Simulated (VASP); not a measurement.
Here is a VASP 6.6.1 calculation.

File POSCAR:

```
HfS2
1.0
    3.6302934612      0.0000000000      0.0000000000
   -1.8151467306      3.1439263606      0.0000000000
    0.0000000000      0.0000000000      5.8783536162
Hf S
1 2
Direct
    0.0000000000      0.0000000000      0.0000000000
    0.3333333333      0.6666666667      0.2446282338
    0.6666666667      0.3333333333      0.7553717662
```

Contents of INCAR.step1:

```
PREC = Accurate
ENCUT = 400
EDIFF = 1E-5
ISMEAR = 0
SIGMA = 0.01
LREAL = False
LASPH = True
NELM = 120
ALGO = Normal
ISIF = 2
LWAVE = True
GGA = PE
NBANDS = 18
GGA_COMPAT = False
```

Contents of INCAR.step2:

```
PREC = Accurate
ENCUT = 400
EDIFF = 1E-6
ISMEAR = 0
SIGMA = 0.01
LREAL = False
LASPH = True
NELM = 120
ALGO = Normal
ISIF = 2
LWAVE = False
LCHARG = True
GGA = PE
LHFCALC = True
AEXX = 0.25
PRECFOCK = Normal
LELF = True
LVHAR = True
ISTART = 1
NBANDS = 18
GGA_COMPAT = False
```

KPOINTS

```
regular mesh
0
Gamma
  6 6 4
```

Potentials or basis: VASP PAW PBE potentials, release 64 (Hf_pv, S).

Run with:

```console
$ cat potpaw_PBE.64/Hf_pv/POTCAR potpaw_PBE.64/S/POTCAR > POTCAR
$ cp INCAR.step1 INCAR
$ mpirun -np 1 vasp_std > vasp.out
$ cp INCAR.step2 INCAR
$ mpirun -np 1 vasp_std > vasp.out
```

Task: Predict the largest force.

Result: 0.195 eV/Å.

Task: Estimate the pressure.

Result: -0.1 GPa.

Stress tensor (GPa, compression positive):
```
-0.34  0.00  0.00
 0.00 -0.34  0.00
 0.00  0.00  0.30
```

Caveat: the PAW data sets were made with another functional, which shifts forces and pressure a little; this functional lacks dispersion, which binds layers or chains, so the pressure and a relaxed spacing across them are unreliable.
